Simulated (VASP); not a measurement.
# Hf (I4/mmm) in VASP: a series of runs

The runs below take Hf through single point, with r2SCAN.

Everything below comes from runs of VASP 6.6.1. Logs are shortened: lines on timing, memory, paths and dates and some standing lists are left out, and cuts for length are marked.

## (1) The cell of the first run

The structure is tetragonal, space group I4/mmm (No. 139). The conventional cell has a = 3.140 Å, b = 3.140 Å, c = 4.329 Å, α = 90.00°, β = 90.00°, γ = 90.00°. Within 4.1 Å of Hf (site symmetry 4/mmm) lie 12 Hf at 3.10 to 3.14 Å.

## (2) Single point, r2SCAN (strain -0.0250 x Voigt [1, 0, 0, 0, 0, 0])

The input, POSCAR:

```
Hf
1.0
    0.0000000000      2.2200000000      2.2200000000
    2.1645000000      0.0000000000      2.2200000000
    2.1645000000      2.2200000000      0.0000000000
Hf
1
Direct
    0.0000000000      0.0000000000      0.0000000000
```

The input, INCAR.step1:

```
SYSTEM = Hf
  ALGO = Normal
  EDIFF = 1E-4
  ENCUT = 520
  GGA = PE
  ISMEAR = 0
  LASPH = .True.
  LCHARG = .False.
  LREAL = .False.
  LWAVE = .True.
  NBANDS = 11
  NELM = 100
  PREC = Accurate
  SIGMA = 0.15
```

The input, INCAR.step2:

```
SYSTEM = Hf
  ALGO = Normal
  EDIFF = 1E-7
  ENCUT = 520
  ISIF = 2
  ISMEAR = 0
  ISTART = 1
  LASPH = .True.
  LCHARG = .False.
  LMIXTAU = .True.
  LREAL = .False.
  LWAVE = .False.
  METAGGA = R2SCAN
  NBANDS = 11
  NELM = 100
  PREC = Accurate
  SIGMA = 0.15
```

The input, KPOINTS:

```
k-points
0
Gamma
  18 18 18
  0 0 0
```

Potentials or basis: VASP PAW PBE potentials, release 64 (Hf_pv).

Command:

```
> cat potpaw_PBE.64/Hf_pv/POTCAR > POTCAR
> cp INCAR.step1 INCAR
> mpirun -np 1 vasp_std > vasp.out
> cp INCAR.step2 INCAR
> mpirun -np 1 vasp_std > vasp.out
```

OUTCAR:

```text
SYSTEM = Hf
   EDIFF = 1E-7
   ENCUT = 520
   ISIF = 2
   ISMEAR = 0
   ISTART = 1
   LASPH = .True.
   LREAL = .False.
   METAGGA = R2SCAN
   NELM = 100
   PREC = Accurate

 ion  position               nearest neighbor table
   1  0.000  0.000  0.000-

  LATTYP: Found a body centered tetragonal cell.
 ALAT       =     3.1395541085
 C/A-ratio  =     1.3788582233

  Lattice vectors:

 A1 = (  -2.1645000000,   0.0000000000,  -2.2200000000)
 A2 = (  -2.1645000000,   0.0000000000,   2.2200000000)
 A3 = (   2.1645000000,   2.2200000000,   0.0000000000)

Analysis of symmetry for initial positions (statically):
=====================================================================
 Subroutine PRICEL returns:
 Original cell was already a primitive cell.

 Routine SETGRP: Setting up the symmetry group for a
 body centered tetragonal supercell.

 Subroutine GETGRP returns: Found 16 space group operations
 (whereof 16 operations were pure point group operations)
 out of a pool of 16 trial point group operations.

The static configuration has the point symmetry D_4h.

Analysis of symmetry for dynamics (positions and initial velocities):
=====================================================================
 Subroutine PRICEL returns:
 Original cell was already a primitive cell.

 Routine SETGRP: Setting up the symmetry group for a
 body centered tetragonal supercell.

 Subroutine GETGRP returns: Found 16 space group operations
 (whereof 16 operations were pure point group operations)
 out of a pool of 16 trial point group operations.

The dynamic configuration has the point symmetry D_4h.

 Subroutine INISYM returns: Found 16 space group operations
 (whereof 16 operations are pure point group operations),
 and found     1 'primitive' translations

----------------------------------------------------------------------------------------

                                     Primitive cell

  volume of cell :      21.3350

  direct lattice vectors                    reciprocal lattice vectors
     0.000000000  2.220000000  2.220000000    -0.231000231  0.225225225  0.225225225
     2.164500000  0.000000000  2.220000000     0.231000231 -0.225225225  0.225225225
     2.164500000  2.220000000  0.000000000     0.231000231  0.225225225 -0.225225225

  length of vectors
     3.139554108  3.100558055  3.100558055     0.393463989  0.393463989  0.393463989

  position of ions in fractional coordinates (direct lattice)
     0.000000000  0.000000000  0.000000000

  ion indices of the primitive-cell ions
   primitive index   ion index
                 1           1

----------------------------------------------------------------------------------------

 KPOINTS: k-points

Automatic generation of k-mesh.
 Grid dimensions read from file:
 generate k-points for:   18   18   18

 Generating k-lattice:

  Cartesian coordinates                     Fractional coordinates (reciprocal lattice)
    -0.012833346  0.012512513  0.012512513     0.055555556  0.000000000  0.000000000
     0.012833346 -0.012512513  0.012512513     0.000000000  0.055555556  0.000000000
     0.012833346  0.012512513 -0.012512513     0.000000000  0.000000000  0.055555556

  Length of vectors
     0.021859111  0.021859111  0.021859111

  Shift w.r.t. Gamma in fractional coordinates (k-lattice)
     0.000000000  0.000000000  0.000000000

 Subroutine IBZKPT returns following result:
 ===========================================

 Found    480 irreducible k-points:

 Following reciprocal coordinates:
            Coordinates               Weight
  0.000000  0.000000  0.000000      1.000000
  0.055556  0.000000  0.000000      8.000000
  0.111111  0.000000  0.000000      8.000000
  0.166667  0.000000  0.000000      8.000000
  0.222222 -0.000000 -0.000000      8.000000
  0.277778 -0.000000 -0.000000      8.000000
[... 16 lines left out ...]
 -0.277778  0.055556  0.000000     16.000000
 -0.222222  0.055556  0.000000     16.000000
 [... further k-points ...]
   k-points           NKPTS =    480   k-points in BZ     NKDIM =    480   number of bands    NBANDS=     11
   number of dos      NEDOS =    301   number of ions     NIONS =      1
   total plane-waves  NPLWV =  13824
   dimension x,y,z NGX =    24 NGY =   24 NGZ =   24
   dimension x,y,z NGXF=    48 NGYF=   48 NGZF=   48
   ions per type =               1
   NGX,Y,Z   is equivalent  to a cutoff of  12.71, 12.87, 12.87 a.u.
   NGXF,Y,Z  is equivalent  to a cutoff of  25.42, 25.74, 25.74 a.u.
 SYSTEM =  Hf
   PREC   = accura    normal or accurate (medium, high low for compatibility)
   ISTART =      1    job   : 0-new  1-cont  2-samecut
   ICHARG =      0    charge: 1-file 2-atom 10-const
   ISPIN  =      1    spin polarized calculation?
   LNONCOLLINEAR =      F non collinear calculations
   LSORBIT =      F    spin-orbit coupling
   LASPH  =      T    aspherical Exc in radial PAW
   ENCUT  =  520.0 eV  38.22 Ry    6.18 a.u.   5.84  5.76  5.76*2*pi/ulx,y,z
[... 57 lines left out ...]
  band No.  band energies     occupation
      1     -25.9904      2.00000
      2     -25.9901      2.00000
      3     -25.9901      2.00000
      4      -2.7725      2.00000
      5       6.4739      0.00000
      6       6.4739      0.00000
      7       6.7700      0.00000
      8       9.5096      0.00000
      9       9.9474      0.00000
     10      16.9454      0.00000
     11      17.1031      0.00000

 k-point     2 :       0.0556    0.0000    0.0000
  band No.  band energies     occupation
      1     -26.0223      2.00000
      2     -25.9946      2.00000
      3     -25.9937      2.00000
      4      -2.6536      2.00000
      5       6.3899      0.00000
      6       6.5304      0.00000
      7       6.7798      0.00000
      8       9.4486      0.00000
      9       9.8728      0.00000
     10      17.1031      0.00000
     11      17.2205      0.00000

 k-point     3 :       0.1111    0.0000    0.0000
  band No.  band energies     occupation
      1     -26.1137      2.00000
      2     -26.0073      2.00000
      3     -26.0035      2.00000
      4      -2.3073      2.00000
      5       6.0825      0.00000
      6       6.6754      0.00000
      7       6.8976      0.00000
      8       9.3140      0.00000
      9       9.6953      0.00000
     10      17.1030      0.00000
     11      17.9408      0.00000

 k-point     4 :       0.1667    0.0000    0.0000
  band No.  band energies     occupation
      1     -26.2511      2.00000
      2     -26.0268      2.00000
      3     -26.0184      2.00000
      4      -1.7658      2.00000
      5       5.6549      0.00000
      6       6.8260      0.00000
      7       7.0680      0.00000
      8       9.2421      0.00000
      9       9.5433      0.00000
     10      17.1030      0.00000
     11      18.3356      0.00000

 k-point     5 :       0.2222   -0.0000   -0.0000
  band No.  band energies     occupation
      1     -26.4158      2.00000
      2     -26.0505      2.00000
      3     -26.0366      2.00000
      4      -1.0865      2.00000
      5       5.2457      0.00416
      6       6.8586      0.00000
      7       7.1511      0.00000
      8       9.4073      0.00000
      9       9.5933      0.00000
     10      17.1027      0.00000
     11      17.5608      0.00000
[... 211 lines left out ...]
 k-point    21 :      -0.3889    0.0556    0.0000
  band No.  band energies     occupation
      1     -26.8940      2.00000
      2     -26.1473      2.00000
      3     -26.0936      2.00000
      4       0.9691      2.00000
      5       5.0723      0.21863
      6       6.2143      0.00000
      7       6.6890      0.00000
      8      11.0432      0.00000
      9      11.8887      0.00000
     10      15.7351      0.00000
     11      17.1029      0.00000

 k-point    22 :      -0.3333    0.0556    0.0000
  band No.  band energies     occupation
      1     -26.7863      2.00000
      2     -26.1332      2.00000
      3     -26.0765      2.00000
      4       0.5810      2.00000
      5       4.8634      1.54030
      6       6.3762      0.00000
      7       6.8625      0.00000
      8      10.3225      0.00000
      9      11.3014      0.00000
     10      16.1424      0.00000
     11      17.1031      0.00000

 k-point    23 :      -0.2778    0.0556    0.0000
  band No.  band energies     occupation
      1     -26.6431      2.00000
      2     -26.1123      2.00000
      3     -26.0564      2.00000
      4      -0.0220      2.00000
      5       4.8510      1.60788
      6       6.5907      0.00000
      7       7.0711      0.00000
      8       9.6377      0.00000
      9      10.6370      0.00000
     10      16.7243      0.00000
     11      17.1035      0.00000

 k-point    24 :      -0.2222    0.0556    0.0000
  band No.  band energies     occupation
      1     -26.4800      2.00000
      2     -26.0871      2.00000
      3     -26.0358      2.00000
      4      -0.7414      2.00000
      5       5.0648      0.24611
      6       6.7812      0.00000
      7       7.2162      0.00000
      8       9.1516      0.00000
      9      10.0768      0.00000
     10      17.1025      0.00000
     11      17.4742      0.00000

 [... further k-points ...]

------------------------ aborting loop because EDIFF is reached ----------------------------------------

  FORCE on cell =-STRESS in cart. coord.  units (eV):
  Direction    XX          YY          ZZ          XY          YZ          ZX
  --------------------------------------------------------------------------------------
  -------------------------------------------------------------------------------------
  Total        0.8114276      0.6194233      0.6194233      0.0000000      0.0000000     -0.0000000
  in kB       60.9350012     46.5162368     46.5162368      0.0000000      0.0000000     -0.0000000
  external PRESSURE =      51.3224916 kB  Pullay stress =       0.0000000 kB

 VOLUME and BASIS-vectors are now :
 -----------------------------------------------------------------------------
  energy-cutoff  :      520.00
  volume of cell :       21.34
      direct lattice vectors                 reciprocal lattice vectors
     0.000000000  2.220000000  2.220000000    -0.231000231  0.225225225  0.225225225
     2.164500000  0.000000000  2.220000000     0.231000231 -0.225225225  0.225225225
     2.164500000  2.220000000  0.000000000     0.231000231  0.225225225 -0.225225225

 POSITION                                       TOTAL-FORCE (eV/Angst)
 -----------------------------------------------------------------------------------
      0.00000      0.00000      0.00000         0.000000      0.000000     -0.000000
 -----------------------------------------------------------------------------------
    total drift:                               -0.000000      0.000000      0.000000

  FREE ENERGIE OF THE ION-ELECTRON SYSTEM (eV)
  ---------------------------------------------------
  free  energy   TOTEN  =       -45.0557501156 eV

  energy  without entropy=      -45.0408283264  energy(sigma->0) =      -45.04828922
```

Run time: 2.7 min. Hardware: 1 thread of Intel Xeon Platinum 8488C (Sapphire Rapids), shared host; peak memory 0.24 GiB.

What came out:

```
Free energy            : -45.0558 eV
Pressure               : 5.1 GPa
Band gap on the k mesh : zero (bands 5 and 6 overlap by 2.35 eV)
```

Levels at points of the mesh, in eV from the Fermi level:
| k point | band 1 | band 2 | band 3 | band 4 | band 5 | band 6 | band 7 | band 8 | band 9 | band 10 |
| --- | --- | --- | --- | --- | --- | --- | --- | --- | --- | --- |
| (0.00, 0.00, 0.00) | -30.93 | -30.93 | -30.93 | -7.71 | 1.53 | 1.53 | 1.83 | 4.57 | 5.01 | 12.00 |
| (0.50, 0.00, 0.00) | -31.92 | -31.08 | -31.04 | -3.88 | 0.54 | 1.23 | 1.59 | 6.91 | 7.12 | 10.64 |
| (0.50, 0.50, 0.00) | -31.85 | -31.29 | -31.24 | -3.55 | -2.32 | 2.56 | 7.09 | 7.48 | 7.81 | 10.75 |
| (0.00, 0.50, 0.50) | -31.86 | -31.31 | -31.31 | -3.51 | -2.41 | 3.02 | 7.08 | 7.65 | 7.65 | 10.56 |

Caveat: the cell differs from its parent crystal (strain -0.0250 x Voigt [1, 0, 0, 0, 0, 0]); the cell stands under pressure; the PAW data sets were made with another functional, which shifts forces and pressure a little; spin-orbit coupling is left out, which moves the levels of the heavy elements.

## (3) Single point, r2SCAN (strain +0.0250 x Voigt [1, 0, 0, 0, 0, 0])

The input, POSCAR:

```
Hf
1.0
    0.0000000000      2.2200000000      2.2200000000
    2.2755000000      0.0000000000      2.2200000000
    2.2755000000      2.2200000000      0.0000000000
Hf
1
Direct
    0.0000000000      0.0000000000      0.0000000000
```

The input, INCAR.step1:

```
SYSTEM = Hf
ALGO = Normal
EDIFF = 1E-4
ENCUT = 520
GGA = PE
ISMEAR = 0
LASPH = .True.
LCHARG = .False.
LREAL = .False.
LWAVE = .True.
NBANDS = 11
NELM = 60
PREC = Accurate
SIGMA = 0.15
```

The input, INCAR.step2:

```
SYSTEM = Hf
ALGO = Normal
EDIFF = 1E-6
ENCUT = 520
ISIF = 2
ISMEAR = 0
ISTART = 1
LASPH = .True.
LCHARG = .True.
LELF = .True.
LMIXTAU = .True.
LREAL = .False.
LVHAR = .True.
LWAVE = .False.
METAGGA = R2SCAN
NBANDS = 11
NELM = 60
PREC = Accurate
SIGMA = 0.15
```

KPOINTS is that of step 2.

Potentials or basis: VASP PAW PBE potentials, release 64 (Hf_pv).

Command:

```
> cat potpaw_PBE.64/Hf_pv/POTCAR > POTCAR
> cp INCAR.step1 INCAR
> mpirun -np 1 vasp_std > vasp.out
> cp INCAR.step2 INCAR
> mpirun -np 1 vasp_std > vasp.out
```

It took 2.6 min on 1 thread of Intel Xeon Platinum 8488C (Sapphire Rapids), shared host; peak memory 0.24 GiB.

Results (log left out):

* Free energy: -45.0714 eV
* Pressure: -0.4 GPa
* Band gap on the k mesh: zero (bands 5 and 6 overlap by 2.18 eV)

Stress tensor (GPa, compression positive):
```
-1.39  0.00  0.00
 0.00  0.06  0.00
 0.00  0.00  0.06
```

Levels at points of the mesh, in eV from the Fermi level:
```csv
k point,band 3,band 4,band 5,band 6,band 7,band 8
"(0.00, 0.00, 0.00)",-31.12,-7.54,1.42,1.70,1.70,4.37
"(0.50, 0.00, 0.00)",-31.22,-3.72,0.36,1.25,1.58,6.58
"(0.50, 0.50, 0.00)",-31.41,-3.29,-2.18,2.57,6.71,7.08
"(0.00, 0.50, 0.50)",-31.40,-3.34,-2.10,2.15,6.77,7.24
```

Caveat: the cell differs from its parent crystal (strain +0.0250 x Voigt [1, 0, 0, 0, 0, 0]); the PAW data sets were made with another functional, which shifts forces and pressure a little; spin-orbit coupling is left out, which moves the levels of the heavy elements.

## (4) Single point, r2SCAN (strain +0.0500 x Voigt [1, 0, 0, 0, 0, 0])

The input, POSCAR:

```
Hf
1.0
    0.0000000000      2.2200000000      2.2200000000
    2.3310000000      0.0000000000      2.2200000000
    2.3310000000      2.2200000000      0.0000000000
Hf
1
Direct
    0.0000000000      0.0000000000      0.0000000000
```

The input, INCAR.step1:

```
SYSTEM = Hf
PREC = Accurate
ENCUT = 520
ISMEAR = 0
SIGMA = 0.15
LREAL = .FALSE.
LASPH = .TRUE.
NELM = 100
NBANDS = 11
GGA = PE
ALGO = Normal
EDIFF = 1E-4
LWAVE = .TRUE.
LCHARG = .FALSE.
```

The input, INCAR.step2:

```
SYSTEM = Hf
PREC = Accurate
ENCUT = 520
EDIFF = 1E-6
ISMEAR = 0
SIGMA = 0.15
LREAL = .FALSE.
LASPH = .TRUE.
NELM = 100
ALGO = Normal
ISIF = 2
LWAVE = .FALSE.
LCHARG = .FALSE.
METAGGA = R2SCAN
LMIXTAU = .TRUE.
NBANDS = 11
ISTART = 1
```

The input, KPOINTS:

```
Automatic mesh
0
G
  18 18 18
  0 0 0
```

Command:

```
> cat potpaw_PBE.64/Hf_pv/POTCAR > POTCAR
> cp INCAR.step1 INCAR
> mpirun -np 1 vasp_std > vasp.out
> cp INCAR.step2 INCAR
> mpirun -np 1 vasp_std > vasp.out
```

It took 2.3 min on 1 thread of Intel Xeon Platinum 8488C (Sapphire Rapids), shared host; peak memory 0.24 GiB.

The run converged. Its results:

- Free energy: -45.0610 eV
- Pressure: -2.8 GPa
- Band gap on the k mesh: zero (bands 5 and 6 overlap by 2.01 eV)

Stress tensor (GPa, compression positive):
```
-4.71  0.00  0.00
 0.00 -1.91  0.00
 0.00  0.00 -1.91
```

Levels at points of the mesh, in eV from the Fermi level:
```tsv
k point	band 3	band 4	band 5	band 6	band 7	band 8
(0.00, 0.00, 0.00)	-31.22	-7.45	1.23	1.80	1.80	4.06
(0.50, 0.00, 0.00)	-31.29	-3.64	0.30	1.11	1.73	6.34
(0.50, 0.50, 0.00)	-31.47	-3.17	-2.09	2.59	6.49	6.73
(0.00, 0.50, 0.50)	-31.45	-3.28	-1.97	1.77	6.63	7.05
```

Caveat: the cell differs from its parent crystal (strain +0.0500 x Voigt [1, 0, 0, 0, 0, 0]); the PAW data sets were made with another functional, which shifts forces and pressure a little; spin-orbit coupling is left out, which moves the levels of the heavy elements.

## (5) Single point, r2SCAN (strain +0.0750 x Voigt [1, 0, 0, 0, 0, 0])

The input, POSCAR:

```
Hf
1.0
    0.0000000000      2.2200000000      2.2200000000
    2.3865000000      0.0000000000      2.2200000000
    2.3865000000      2.2200000000      0.0000000000
Hf
1
Direct
    0.0000000000      0.0000000000      0.0000000000
```

The input, INCAR.step1:

```
SYSTEM = Hf
ALGO = Normal ; EDIFF = 1E-4
ENCUT = 520 ; GGA = PE
ISMEAR = 0 ; LASPH = .True.
LCHARG = .False. ; LREAL = .False.
LWAVE = .True. ; NBANDS = 11
NELM = 80 ; PREC = Accurate
SIGMA = 0.15
```

The input, INCAR.step2:

```
SYSTEM = Hf
ALGO = Normal ; EDIFF = 1E-6
ENCUT = 520 ; ISIF = 2
ISMEAR = 0 ; ISTART = 1
LASPH = .True. ; LCHARG = .False.
LMIXTAU = .True. ; LREAL = .False.
LWAVE = .False. ; METAGGA = R2SCAN
NBANDS = 11 ; NELM = 80
PREC = Accurate ; SIGMA = 0.15
```

The input, KPOINTS:

```
k-points
0
Gamma
  18 18 18
  0 0 0
```

Command:

```
> cat potpaw_PBE.64/Hf_pv/POTCAR > POTCAR
> cp INCAR.step1 INCAR
> mpirun -np 1 vasp_std > vasp.out
> cp INCAR.step2 INCAR
> mpirun -np 1 vasp_std > vasp.out
```

It took 2.3 min on 1 thread of Intel Xeon Platinum 8488C (Sapphire Rapids), shared host; peak memory 0.25 GiB.

It converged, with:

* Free energy: -45.0397 eV
* Pressure: -5.1 GPa
* Band gap on the k mesh: zero (bands 5 and 6 overlap by 1.80 eV)

Stress tensor (GPa, compression positive):
```
-7.75  0.00  0.00
 0.00 -3.71  0.00
 0.00  0.00 -3.71
```

Levels at points of the mesh, in eV from the Fermi level:
| k point | band 3 | band 4 | band 5 | band 6 | band 7 | band 8 |
| --- | --- | --- | --- | --- | --- | --- |
| (0.00, 0.00, 0.00) | -31.30 | -7.36 | 1.07 | 1.90 | 1.90 | 3.75 |
| (0.50, 0.00, 0.00) | -31.36 | -3.56 | 0.25 | 0.98 | 1.88 | 6.12 |
| (0.50, 0.50, 0.00) | -31.52 | -3.04 | -2.00 | 2.61 | 6.25 | 6.40 |
| (0.00, 0.50, 0.50) | -31.50 | -3.22 | -1.84 | 1.44 | 6.50 | 6.86 |

Caveat: the cell differs from its parent crystal (strain +0.0750 x Voigt [1, 0, 0, 0, 0, 0]); the cell stands under tension; the PAW data sets were made with another functional, which shifts forces and pressure a little; spin-orbit coupling is left out, which moves the levels of the heavy elements.

## (6) Summary

| cell | gap on the mesh (eV) | pressure (GPa) |
| --- | --- | --- |
| a = 3.140, b = 3.101, c = 3.101 Å, angles 60.8, 59.6, 59.6°, 1 atom | none | 5.1 |
| a = 3.140, b = 3.179, c = 3.179 Å, angles 59.2, 60.4, 60.4°, 1 atom | none | -0.4 |
| a = 3.140, b = 3.219, c = 3.219 Å, angles 58.4, 60.8, 60.8°, 1 atom | none | -2.8 |
| a = 3.140, b = 3.259, c = 3.259 Å, angles 57.6, 61.2, 61.2°, 1 atom | none | -5.1 |

Alike in all rows: task single point; level r2SCAN; potentials or basis VASP PAW PBE potentials, release 64 (Hf_pv); no spin polarisation; k mesh 18 × 18 × 18; cutoff (eV) 520; smearing gaussian 0.15 eV.

Caveats: the PAW data sets were made with another functional, which shifts forces and pressure a little; spin-orbit coupling is left out, which moves the levels of the heavy elements; the cell stands under pressure (at least some runs); the cell stands under tension (at least some runs).

Absolute energies hang on the potentials; compare differences alone.
